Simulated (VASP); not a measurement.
Wanted: the native input for a VASP 6.6.1 run.

```yaml
Task: single point
Functional: r2SCAN
Potentials_or_basis: VASP PAW PBE potentials, release 64 (K_sv, I)
Cutoff: 520 eV
k_mesh: 6 × 6 × 6
Occupations: gaussian, width 0.01 eV
Spin: no spin polarisation
Dipole_correction: no
Further_INCAR_settings: ALGO = Normal; EDIFF = 1e-06; NBANDS = 15
```

KI:

```
CELL_PARAMETERS angstrom
0.00000 3.54457 3.54457
3.73774 0.00000 3.54457
3.73774 3.54457 0.00000
ATOMIC_POSITIONS crystal
K 0.00000 0.00000 0.00000
I 0.50000 0.50000 0.50000
```

This cell differs from its parent crystal: uniaxial x strain +5.5%.

The input as run:

POSCAR

```
KI
1.0
    0.0000000000      3.5445661365      3.5445661365
    3.7377449909      0.0000000000      3.5445661365
    3.7377449909      3.5445661365      0.0000000000
K I
1 1
Direct
    0.0000000000      0.0000000000      0.0000000000
    0.5000000000      0.5000000000      0.5000000000
```

INCAR.step1

```
ALGO     = Normal         # electronic algorithm
EDIFF    = 1E-4           # SCF threshold, eV
ENCUT    = 520            # plane-wave cutoff, eV
GGA      = PE             # functional
ISMEAR   = 0              # smearing method
LASPH    = True           # aspherical terms in the spheres
LCHARG   = False          # write CHGCAR
LREAL    = False          # projectors in reciprocal space
LWAVE    = True           # write WAVECAR
NBANDS   = 15             # bands
NELM     = 80             # most SCF steps
PREC     = Accurate       # precision mode
SIGMA    = 0.01           # smearing width, eV
```

INCAR.step2

```
ALGO     = Normal         # electronic algorithm
EDIFF    = 1E-6           # SCF threshold, eV
ENCUT    = 520            # plane-wave cutoff, eV
ISIF     = 2              # what is computed and relaxed
ISMEAR   = 0              # smearing method
ISTART   = 1            
LASPH    = True           # aspherical terms in the spheres
LCHARG   = False          # write CHGCAR
LMIXTAU  = True         
LREAL    = False          # projectors in reciprocal space
LWAVE    = False          # write WAVECAR
METAGGA  = R2SCAN         # meta-GGA
NBANDS   = 15             # bands
NELM     = 80             # most SCF steps
PREC     = Accurate       # precision mode
SIGMA    = 0.01           # smearing width, eV
```

KPOINTS

```
k-points
0
Gamma
  6 6 6
```

Potentials or basis: VASP PAW PBE potentials, release 64 (K_sv, I).

The run is started by

```sh
$ cat potpaw_PBE.64/K_sv/POTCAR potpaw_PBE.64/I/POTCAR > POTCAR
$ cp INCAR.step1 INCAR
$ mpirun -np 1 vasp_std > vasp.out
$ cp INCAR.step2 INCAR
$ mpirun -np 1 vasp_std > vasp.out
```

It gave:

| Property | Result |
| --- | --- |
| Pressure | -0.5 GPa |
| Band gap on the k mesh | 4.45 eV |

Caveat: the cell differs from its parent crystal (uniaxial x strain +5.5%); the PAW data sets were made with another functional, which shifts forces and pressure a little; spin-orbit coupling is left out, which moves the levels of the heavy elements.

Wall time 2.1 min on 1 thread of AMD EPYC 9R45 96-Core Processor (Zen 5) (shared host), peak memory 0.24 GiB.
